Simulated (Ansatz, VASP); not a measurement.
# PIr: VASP beside Ansatz

```xyz
2
Lattice="0.0000 2.1544 2.1544 2.1544 0.0000 2.1544 2.1544 2.1544 0.0000" Properties=species:S:1:pos:R:3 pbc="T T T"
Ir    0.0000    0.0000    0.0000
P     2.1544    2.1544    2.1544
```

Change from the starting cell: volume scaled by 0.7, LAPW.

Alike in both runs: task single point; functional LDA; k mesh 14 × 14 × 14; occupations fermi-dirac, width 0.08 eV; no spin polarisation.

|  | VASP | Ansatz |
| --- | --- | --- |
| version | VASP 6.6.1 | Ansatz 0.2.0 |
| potentials or method | VASP PAW LDA potentials, release 64 (Ir, P), cutoff 500 eV | all-electron LAPW, scalar-relativistic |

VASP gave:

| Item | Value |
| --- | --- |
| pressure (GPa) | 201.5 |

What did Ansatz give for the same quantities?

Pressure (GPa): 193.8.

LDA's correlation is that of Perdew and Zunger in VASP and of Perdew and Wang (1992) in Ansatz. Both programs put the cell under a high pressure, so it lies far from rest at this level. Ansatz ran all-electron here, and VASP with PAW potentials.

Neither program's run includes spin-orbit coupling. Noted on VASP's run: the cell as given lies far from equilibrium.
